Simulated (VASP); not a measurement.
Wanted: the native input for a VASP 6.6.1 run.

```yaml
Task: single point
Functional: PBE
Potentials_or_basis: VASP PAW PBE potentials, release 64 (Hf_pv, Sn_d, Se)
Cutoff: 520 eV
k_mesh: 6 × 6 × 2
Occupations: gaussian, width 0.1 eV
Spin: no spin polarisation
Dipole_correction: no
Further_INCAR_settings: ALGO = Normal; EDIFF = 1e-06; NBANDS = 33
```

The structure of HfSnSe4 lies in POSCAR:

```
HfSnSe4
1.0
    4.1988715500      0.0000000000      0.0000000000
   -2.0994357700      3.6363294300      0.0000000000
    0.0000000000      0.0000000000      8.7286165600
Hf Sn Se
1 1 4
Direct
    0.0000000000      0.0000000000      0.0000000000
    0.0000000000      0.0000000000      0.5000000000
    0.3333333300      0.6666666700      0.7432699200
    0.3333333300      0.6666666700      0.2567300800
    0.6666666700      0.3333333300      0.7432699200
    0.6666666700      0.3333333300      0.2567300800
```

These files were run (other wordings do the same):

INCAR

```
SYSTEM = HfSnSe4
PREC = Accurate
ENCUT = 520
EDIFF = 1E-6
ISMEAR = 0
SIGMA = 0.1
LREAL = .FALSE.
LASPH = .TRUE.
NELM = 80
ALGO = Normal
ISIF = 2
LWAVE = .FALSE.
LCHARG = .FALSE.
GGA = PE
NBANDS = 33
```

KPOINTS

```
Automatic mesh
0
G
  6 6 2
  0 0 0
```

Potentials or basis: VASP PAW PBE potentials, release 64 (Hf_pv, Sn_d, Se).

Run with:

```console
$ cat potpaw_PBE.64/Hf_pv/POTCAR potpaw_PBE.64/Sn_d/POTCAR potpaw_PBE.64/Se/POTCAR > POTCAR
$ mpirun -np 1 vasp_std > vasp.out
```

Results of the run:

| Quantity | Value |
| --- | --- |
| Pressure | 12.6 GPa |
| Largest force | 0.996 eV/Å |
| Band gap on the k mesh | zero (band 24 reaches 7.41 eV, above the bottom of band 25 at 5.96 eV) |

Caveat: spin-orbit coupling is left out, which moves the levels of the heavy elements.

Wall time 59 s on 1 thread of Intel(R) Xeon(R) Platinum 8259CL CPU @ 2.50GHz (Skylake/Cascade Lake), on a shared host, peak memory 0.29 GiB.
